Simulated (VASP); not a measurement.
Runs of VASP 6.6.1 on Al. It takes space group Fm-3m (No. 225, cubic). Conventional cell: a = 4.050 Å, b = 4.050 Å, c = 4.050 Å, α = 90.00°, β = 90.00°, γ = 90.00°. Al (site symmetry m-3m) has 12 Al at 2.86 Å within 3.8 Å. 

```csv
smearing,gap on the mesh (eV),pressure (GPa)
fermi-dirac 0.05 eV,none,-0.6
fermi-dirac 0.2 eV,none,(a)
fermi-dirac 0.1 eV,none,-0.6
fermi-dirac 0.3 eV,none,-0.1
```

Alike in all rows: task single point; level PBE; potentials or basis VASP PAW PBE potentials, release 64 (Al); no spin polarisation; cell as given; k mesh 13 × 13 × 13; cutoff (eV) 500.

Problem. Estimate the missing entries.

Solution. (a) -0.4.

A gap of «none» marks levels without a gap at the run's occupations.
